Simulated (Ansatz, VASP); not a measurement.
**One calculation of LiF, two programs**

```
Li F
1.0
     0.00000    2.04702    2.04702
     2.04702    0.00000    2.04702
     2.04702    2.04702    0.00000
Li F
1 1
Cartesian
  0.0000 0.0000 0.0000
  2.0470 2.0470 2.0470
```

Change from the starting cell: volume scaled by 1.05.

Alike in both runs: task single point; functional LDA; k mesh 10 × 10 × 10; occupations fermi-dirac, width 0.03 eV; no spin polarisation.

|  | VASP | Ansatz |
| --- | --- | --- |
| version | VASP 6.6.1 | Ansatz 0.2.0 |
| potentials or method | VASP PAW LDA potentials, release 64 (Li_sv, F), cutoff 520 eV | all-electron LAPW, scalar-relativistic |

```tsv
	VASP	Ansatz	Ansatz less VASP
gap on the k mesh at the Fermi level (eV)	8.41	8.40	-0.011
```

LDA's correlation is that of Perdew and Zunger in VASP and of Perdew and Wang (1992) in Ansatz. Ansatz ran all-electron here, and VASP with PAW potentials.

Noted on VASP's run: the cutoff is short for stress, so the pressure is rough.
